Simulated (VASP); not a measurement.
Wanted: the native input for a VASP 6.6.1 run.

- Task: single point
- Functional: LDA
- Potentials or basis: VASP PAW LDA potentials, release 64 (Hg)
- Cutoff: 520 eV
- k mesh: 12 × 12 × 12
- Occupations: fermi-dirac, width 0.1 eV
- Spin: no spin polarisation
- Dipole correction: no
- Further INCAR settings: ALGO = Normal; EDIFF = 1e-06; NBANDS = 19

The structure of Hg lies in POSCAR:

```
Hg
1.0
    0.0000000000      2.9645329018      2.9645329018
    2.9645329018      0.0000000000      2.9645329018
    2.9645329018      2.9645329018      0.0000000000
Hg
2
Direct
   -0.1250000000     -0.1250000000     -0.1250000000
    0.1250000000      0.1250000000      0.1250000000
```

The input as run:

INCAR

```
SYSTEM = Hg
ALGO = Normal ; EDIFF = 1E-6
ENCUT = 520 ; GGA = CA
ISIF = 2 ; ISMEAR = -1
LASPH = .True. ; LCHARG = .False.
LREAL = .False. ; LWAVE = .False.
NBANDS = 19 ; NELM = 60
PREC = Accurate ; SIGMA = 0.1
```

KPOINTS

```
k-points
0
Gamma
  12 12 12
  0 0 0
```

Potentials or basis: VASP PAW LDA potentials, release 64 (Hg).

The run is started by

```bash
$ cat potpaw_LDA.64/Hg/POTCAR > POTCAR
$ mpirun -np 1 vasp_std > vasp.out
```

Results of the run:

The pressure is 16.9 GPa and the band gap on the k mesh is zero (bands 12 and 13 overlap by 6.82 eV).

Caveat: the cell stands under pressure; spin-orbit coupling is left out, which moves the levels of the heavy elements.

Wall time 17 s on 1 thread of Intel(R) Xeon(R) 6975P-C (Granite Rapids), with other jobs on the host, peak memory 0.18 GiB.
